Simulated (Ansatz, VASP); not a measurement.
**TaN: VASP beside Ansatz**

```
Ta N
1.0
     2.92177    0.00000    0.00000
    -1.46088    2.53033    0.00000
     0.00000    0.00000    5.91652
Ta N
2 2
Cartesian
  0.0000 0.0000 2.9583
  0.0000 0.0000 0.0000
  0.0000 1.6869 1.4791
  1.4609 0.8434 4.4374
```

Alike in both runs: functional revPBE; k mesh 6 × 6 × 3; occupations fermi-dirac, width 0.05 eV; no spin polarisation.

|  | VASP | Ansatz |
| --- | --- | --- |
| version | VASP 6.6.1 | Ansatz 0.2.0 |
| potentials or method | VASP PAW PBE potentials, release 64 (Ta_pv, N) | Ansatz PAW |
| plane-wave cutoff (eV) | 520 | 420 |
| valence electrons in the cell | 32 | 36 |
| task | single point | projected density of states |

Ansatz gave:

* gap on the k mesh at the Fermi level (eV): none
* pressure (GPa): 1.8
* traceless stress, the component that is largest in VASP (GPa): -0.89

Task: Which values does VASP return?

Result: gap on the k mesh at the Fermi level (eV): none; pressure (GPa): 2.5; traceless stress, the component that is largest in VASP (GPa): -0.87.

VASP's potentials were made for PBE, not for revPBE. A gap of «none» marks a metal or a gap that the smearing closes. The functional is the same, so the differences come from potentials, cutoffs and numerics. VASP's potentials hold 32 valence electrons a cell and Ansatz's 36, so a difference there can come from the potentials and not from the codes.

The k mesh is coarse, so the values compare programs but aren't converged. Neither program's run includes spin-orbit coupling.
